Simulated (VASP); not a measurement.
# BN (Fmm2) in VASP: single point with LDA

Aim: the single point of BN with LDA.

All numbers are computed with VASP 6.6.1; they aren't measurements. Logs are shortened: lines on timing, memory, paths and dates and some standing lists are left out, and cuts for length are marked.

## (1) The cell of the first run

Symmetry: Fmm2, No. 42, orthorhombic system. Conventional cell: a = 2.503 Å, b = 6.991 Å, c = 4.332 Å, α = 90.00°, β = 90.00°, γ = 90.00°. Within 1.9 Å of B (site symmetry mm2) lie 3 N at 1.44 Å. N (site symmetry mm2) has 3 B at 1.44 Å within 1.9 Å.

## (2) Single point, LDA

The input, INCAR:

```
SYSTEM = BN
ALGO = Normal
EDIFF = 1E-6
ENCUT = 600
GGA_COMPAT = .False.
ISIF = 2
ISMEAR = 0
LASPH = .True.
LCHARG = .False.
LREAL = .False.
LWAVE = .False.
NBANDS = 46
NELM = 120
PREC = Accurate
SIGMA = 0.01
```

The input, KPOINTS:

```
k-points
0
Gamma
  3 3 3
  0 0 0
```

The input, POSCAR:

```
BN
1.0
    0.0000000000      6.9906320000      4.3321820000
    2.5032640000      0.0000000000      4.3321820000
    2.5032640000      6.9906320000      0.0000000000
B N
8 8
Direct
    0.0000245000      0.0000245000      0.4999755000
    0.0000245000      0.0000245000      0.9999755000
    0.0000245000      0.5000245000      0.4999755000
    0.0000245000      0.5000245000      0.9999755000
    0.5000245000      0.0000245000      0.4999755000
    0.5000245000      0.0000245000      0.9999755000
    0.5000245000      0.5000245000      0.4999755000
    0.5000245000      0.5000245000      0.9999755000
    0.3333333333      0.3333333333      0.1666666667
    0.3333333333      0.3333333333      0.6666666667
    0.3333333333      0.8333333333      0.1666666667
    0.3333333333      0.8333333333      0.6666666667
    0.8333333333      0.3333333333      0.1666666667
    0.8333333333      0.3333333333      0.6666666667
    0.8333333333      0.8333333333      0.1666666667
    0.8333333333      0.8333333333      0.6666666667
```

Potentials or basis: VASP PAW LDA potentials, release 64 (B, N).

Command:

```bash
> cat potpaw_LDA.64/B/POTCAR potpaw_LDA.64/N/POTCAR > POTCAR
> mpirun -np 1 vasp_std > vasp.out
```

OUTCAR:

```text
SYSTEM = BN
   EDIFF = 1E-6
   ENCUT = 600
   ISIF = 2
   ISMEAR = 0
   LASPH = .True.
   LREAL = .False.
   NELM = 120
   PREC = Accurate

 ion  position               nearest neighbor table
   1  0.000  0.000  0.500-  16 1.44  14 1.44  11 1.44
   2  0.000  0.000  1.000-  15 1.44  13 1.44  12 1.44
   3  0.000  0.500  0.500-  14 1.44   9 1.44  16 1.44
   4  0.000  0.500  1.000-  13 1.44  10 1.44  15 1.44
   5  0.500  0.000  0.500-  12 1.44  10 1.44  15 1.44
   6  0.500  0.000  1.000-  11 1.44   9 1.44  16 1.44
[... 8 lines left out ...]
  15  0.833  0.833  0.167-   2 1.44   4 1.44   5 1.44
  16  0.833  0.833  0.667-   1 1.44   3 1.44   6 1.44

  LATTYP: Found a face centered orthorhombic cell.
 ALAT       =     5.0065280000
 B/A-ratio  =     1.7306133113
 C/A-ratio  =     2.7926067726

  Lattice vectors:

 A1 = (   0.0000000000,   6.9906320000,   4.3321820000)
 A2 = (  -2.5032640000,   6.9906320000,   0.0000000000)
 A3 = (  -2.5032640000,   0.0000000000,   4.3321820000)

Analysis of symmetry for initial positions (statically):
=====================================================================
 Subroutine PRICEL returns following result:

  LATTYP: Found a face centered orthorhombic cell.
 ALAT       =     2.5032640000
 B/A-ratio  =     1.7306133113
 C/A-ratio  =     2.7926067726

  Lattice vectors:

 A1 = (   0.0000000000,   3.4953160000,   2.1660910000)
 A2 = (  -1.2516320000,   3.4953160000,   0.0000000000)
 A3 = (  -1.2516320000,   0.0000000000,   2.1660910000)

   8 primitive cells build up your supercell.

 Routine SETGRP: Setting up the symmetry group for a
 face centered orthorhombic supercell.

 Subroutine GETGRP returns: Found  4 space group operations
 (whereof  4 operations were pure point group operations)
 out of a pool of  8 trial point group operations.

The static configuration has the point symmetry C_2v.

Analysis of symmetry for dynamics (positions and initial velocities):
=====================================================================
 Subroutine PRICEL returns following result:

  LATTYP: Found a face centered orthorhombic cell.
 ALAT       =     2.5032640000
 B/A-ratio  =     1.7306133113
 C/A-ratio  =     2.7926067726

  Lattice vectors:

 A1 = (   0.0000000000,   3.4953160000,   2.1660910000)
 A2 = (  -1.2516320000,   3.4953160000,   0.0000000000)
 A3 = (  -1.2516320000,   0.0000000000,   2.1660910000)

   8 primitive cells build up your supercell.

 Routine SETGRP: Setting up the symmetry group for a
 face centered orthorhombic supercell.

 Subroutine GETGRP returns: Found  4 space group operations
 (whereof  4 operations were pure point group operations)
 out of a pool of  8 trial point group operations.

The dynamic configuration has the point symmetry C_2v.

 Subroutine INISYM returns: Found  4 space group operations
 (whereof  4 operations are pure point group operations),
 and found     8 'primitive' translations

----------------------------------------------------------------------------------------

                                     Primitive cell

  volume of cell :      18.9526

  direct lattice vectors                    reciprocal lattice vectors
     0.000000000  3.495316000  2.166091000     0.399478441  0.143048583  0.230830561
    -1.251632000  3.495316000  0.000000000    -0.399478441  0.143048583 -0.230830561
    -1.251632000  0.000000000  2.166091000    -0.399478441 -0.143048583  0.230830561

  length of vectors
     4.112077840  3.712656273  2.501705995     0.483041064  0.483041064  0.483041064

  position of ions in fractional coordinates (direct lattice)
     0.000049000  0.999951000  0.000049000
     0.666666667  0.333333333  0.666666667

  ion indices of the primitive-cell ions
   primitive index   ion index
                 1           1
                 2          16

----------------------------------------------------------------------------------------

 KPOINTS: k-points

Automatic generation of k-mesh.
 Grid dimensions read from file:
 generate k-points for:    3    3    3

 Generating k-lattice:

  Cartesian coordinates                     Fractional coordinates (reciprocal lattice)
    -0.066579740  0.023841430  0.038471760     0.333333333  0.000000000  0.000000000
     0.066579740 -0.023841430  0.038471760     0.000000000  0.333333333  0.000000000
     0.066579740  0.023841430 -0.038471760    -0.000000000 -0.000000000  0.333333333

  Length of vectors
     0.080506844  0.080506844  0.080506844

  Shift w.r.t. Gamma in fractional coordinates (k-lattice)
     0.000000000  0.000000000  0.000000000

 Subroutine IBZKPT returns following result:
 ===========================================

 Found      8 irreducible k-points:

 Following reciprocal coordinates:
            Coordinates               Weight
  0.000000  0.000000  0.000000      1.000000
  0.333333  0.000000  0.000000      8.000000
  0.333333  0.333333  0.000000      2.000000
 -0.333333  0.333333 -0.000000      4.000000
  0.333333  0.000000  0.333333      2.000000
 -0.333333  0.000000  0.333333      4.000000
  0.000000  0.333333  0.333333      2.000000
 -0.333333  0.333333  0.333333      4.000000
   k-points           NKPTS =      8   k-points in BZ     NKDIM =      8   number of bands    NBANDS=     46
   number of dos      NEDOS =    301   number of ions     NIONS =     16
   total plane-waves  NPLWV = 168000
   dimension x,y,z NGX =    70 NGY =   40 NGZ =   60
   dimension x,y,z NGXF=   140 NGYF=   80 NGZF=  120
   ions per type =               8   8
   NGX,Y,Z   is equivalent  to a cutoff of  14.15, 13.29, 13.43 a.u.
   NGXF,Y,Z  is equivalent  to a cutoff of  28.30, 26.58, 26.87 a.u.
 SYSTEM =  BN
   PREC   = accura    normal or accurate (medium, high low for compatibility)
   ISTART =      0    job   : 0-new  1-cont  2-samecut
   ICHARG =      2    charge: 1-file 2-atom 10-const
   ISPIN  =      1    spin polarized calculation?
   LNONCOLLINEAR =      F non collinear calculations
   LSORBIT =      F    spin-orbit coupling
   LASPH  =      T    aspherical Exc in radial PAW
   ENCUT  =  600.0 eV  44.10 Ry    6.64 a.u.  16.43  9.99 14.83*2*pi/ulx,y,z
   NELM   =    120;   NELMIN=  2; NELMDL= -5     # of ELM steps
   EDIFF  = 0.1E-05   stopping-criterion for ELM
   LREAL  =      F    real-space projection
[... 7 lines left out ...]
   TEBEG  =    0.0;   TEEND  =   0.0 temperature during run
   PSTRESS=    0.0 pullay stress
   NELECT =      64.0000    total number of electrons
   NUPDOWN=      -1.0000    fix difference up-down
   EMIN   =  10.00;   EMAX   =-10.00  energy-range for DOS
   EFERMI =   0.00;   METHOD = LEGACY
   ISMEAR =     0;   SIGMA  =   0.01  broadening in eV -4-tet -1-fermi 0-gaus
   EFERMI_NEDOS =   21; number of points for ismear=-14 and -15
   IALGO  =     38    algorithm
   IMIX   =      4    mixing-type and parameters
     AMIX     =   0.40;   BMIX     =  1.00
     AMIX_MAG =   1.60;   BMIX_MAG =  1.00
  volume/ion in A,a.u.               =       9.48        63.95
  Fermi-wavevector in a.u.,A,eV,Ry     =   1.228047  2.320672 20.518930  1.508099
  Thomas-Fermi vector in A             =   2.362987
   LORBIT       =      0    0 simple, 1 ext, 2 COOP (PROOUT), +10 PAW based schemes
   GGA     = CA    functional components
   LHFCALC =     F    Hartree Fock is set to
   AEXX    =    0.0000 exact exchange contribution
   IVDW    =     0    specifies the selected vdW correction
   LEPSILON=     F    determine dielectric tensor
   LRPA    =     F    only Hartree local field effects (RPA)
 non-spin polarized calculation
 Gauss-broadening in eV      SIGMA  =   0.01
  energy-cutoff  :      600.00
  volume of cell :      151.62
 maximum number of plane-waves:      5082
 NGX is ok and might be reduce to    70
   NGX = 33   NGY = 19   NGZ = 29

 number of electron      64.0000001 magnetization

 Free energy of the ion-electron system (eV)
  ---------------------------------------------------
  ext. energy  EPLUGINS =         0.00000000
  ---------------------------------------------------
  free energy    TOTEN  =      -154.25156696 eV

  energy without entropy =     -154.25156696  energy(sigma->0) =     -154.25156696

 E-fermi :   1.9039     XC(G=0): -10.2061

 val. band max:        1.8466456190   @ k =   0.0000   0.3333   0.3333
 cond. band min:       5.4868374217   @ k =   0.0000   0.0000   0.0000
 fundamental gap:      3.6401918027
 Fermi energy:         1.9038567343

 k-point     1 :       0.0000    0.0000    0.0000
  band No.  band energies     occupation
      1     -15.8138      2.00000
      2     -15.6031      2.00000
      3     -12.6380      2.00000
      4     -12.5916      2.00000
      5     -12.5916      2.00000
      6     -12.5916      2.00000
[... 36 lines left out ...]
     43      11.6384      0.00000
     44      11.6384      0.00000

 k-point     2 :       0.3333    0.0000    0.0000
  band No.  band energies     occupation
      1     -15.2661      2.00000
      2     -15.0961      2.00000
      3     -13.7934      2.00000
      4     -13.7203      2.00000
      5     -12.7307      2.00000
      6     -12.7077      2.00000
[... 36 lines left out ...]
     43      11.9513      0.00000
     44      12.4344      0.00000

 k-point     3 :       0.3333    0.3333    0.0000
  band No.  band energies     occupation
      1     -15.2781      2.00000
      2     -15.0811      2.00000
      3     -13.8299      2.00000
      4     -13.6743      2.00000
      5     -12.6881      2.00000
      6     -12.6881      2.00000
[... 224 lines left out ...]
     43      12.0303      0.00000
     44      12.0303      0.00000

 k-point     8 :      -0.3333    0.3333    0.3333
  band No.  band energies     occupation
      1     -15.2305      2.00000
      2     -15.1320      2.00000
      3     -13.7920      2.00000
      4     -13.7142      2.00000
      5     -12.7224      2.00000
      6     -12.7224      2.00000
[... 36 lines left out ...]
     43      11.9194      0.00000
     44      11.9194      0.00000
 [bands above 44 left out]

------------------------ aborting loop because EDIFF is reached ----------------------------------------

  FORCE on cell =-STRESS in cart. coord.  units (eV):
  Direction    XX          YY          ZZ          XY          YZ          ZX
  --------------------------------------------------------------------------------------
  -------------------------------------------------------------------------------------
  Total       -5.0295611     -1.2611652     -4.9787250      0.0000000      0.0000000      0.0000000
  in kB      -53.1472611    -13.3267044    -52.6100772      0.0000000      0.0000000      0.0000000
  external PRESSURE =     -39.6946809 kB  Pullay stress =       0.0000000 kB

 VOLUME and BASIS-vectors are now :
 -----------------------------------------------------------------------------
  energy-cutoff  :      600.00
  volume of cell :      151.62
      direct lattice vectors                 reciprocal lattice vectors
     0.000000000  6.990632000  4.332182000    -0.199739220  0.071524291  0.115415280
     2.503264000  0.000000000  4.332182000     0.199739220 -0.071524291  0.115415280
     2.503264000  6.990632000  0.000000000     0.199739220  0.071524291 -0.115415280

 POSITION                                       TOTAL-FORCE (eV/Angst)
 -----------------------------------------------------------------------------------
      1.25163      3.49532      0.00021         0.000000      0.000000      0.012730
      2.50326      6.99063      0.00021         0.000000      0.000000      0.012730
      2.50326      3.49532      2.16630         0.000000      0.000000      0.012730
      3.75490      6.99063      2.16630         0.000000      0.000000      0.012730
      1.25163      6.99063      2.16630         0.000000      0.000000      0.012730
      2.50326     10.48595      2.16630         0.000000      0.000000      0.012730
[... 8 lines left out ...]
      2.50326      6.99063      7.22030         0.000000      0.000000     -0.012730
      3.75490     10.48595      7.22030         0.000000      0.000000     -0.012730
 -----------------------------------------------------------------------------------
    total drift:                                0.000009      0.000006     -0.000094

  FREE ENERGIE OF THE ION-ELECTRON SYSTEM (eV)
  ---------------------------------------------------
  free  energy   TOTEN  =      -154.2515669634 eV

  energy  without entropy=     -154.2515669634  energy(sigma->0) =     -154.25156696
```

Run time: 2.1 min. Hardware: 1 thread of Intel Xeon 8259CL, shared host; peak memory 0.32 GiB.

What came out:

| Property | Result |
| --- | --- |
| Free energy | -154.2516 eV |
| Pressure | -4.0 GPa |
| Largest force | 0.013 eV/Å |
| Band gap on the k mesh | 3.64 eV |

Forces on the atoms (eV/Å):
```
B    0.000  0.000  0.013
B    0.000  0.000  0.013
B    0.000  0.000  0.013
B    0.000  0.000  0.013
B    0.000  0.000  0.013
B    0.000  0.000  0.013
B    0.000  0.000  0.013
B    0.000  0.000  0.013
N    0.000  0.000 -0.013
N    0.000  0.000 -0.013
N    0.000  0.000 -0.013
N    0.000  0.000 -0.013
N    0.000  0.000 -0.013
N    0.000  0.000 -0.013
N    0.000  0.000 -0.013
N    0.000  0.000 -0.013
```

Stress tensor (GPa, compression positive):
```
-5.31  0.00  0.00
 0.00 -1.33  0.00
 0.00  0.00 -5.26
```

Caveat: the k points lie up to 0.51 Å⁻¹ apart. A k mesh can miss the band edges.
